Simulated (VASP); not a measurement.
The system is Li2Se.

```xyz
3
Lattice="0.0000 2.9187 2.9187 2.9187 0.0000 2.9187 2.9187 2.9187 0.0000" Properties=species:S:1:pos:R:3 pbc="T T T"
Se    0.0000    0.0000    0.0000
Li    1.4593    1.4593    1.4593
Li    4.3780    4.3780    4.3780
```

This cell differs from its parent crystal: strain -2.5%.

Program: VASP 6.6.1. Alike in all runs: task single point; potentials or basis VASP PAW PBE potentials, release 64 (Se, Li_sv); no spin polarisation; cell as given.

Problem. Order these runs on this cell by their band gap on the k mesh, lowest first.
A. level HSE06; k mesh 6 × 6 × 6; cutoff (eV) 650; smearing gaussian 0.01 eV; grid for exact exchange (PRECFOCK) Normal; share of exact exchange 0.25; screening parameter 0.2079 1/Å
B. level r2SCAN; k mesh 8 × 8 × 8; cutoff (eV) 830; smearing gaussian 0.01 eV
C. level PBE; k mesh 8 × 8 × 8; cutoff (eV) 750; smearing fermi-dirac 0.02 eV

Solution. C (2.90 eV), B (3.39 eV), A (3.76 eV).

A k mesh can miss the band edges.
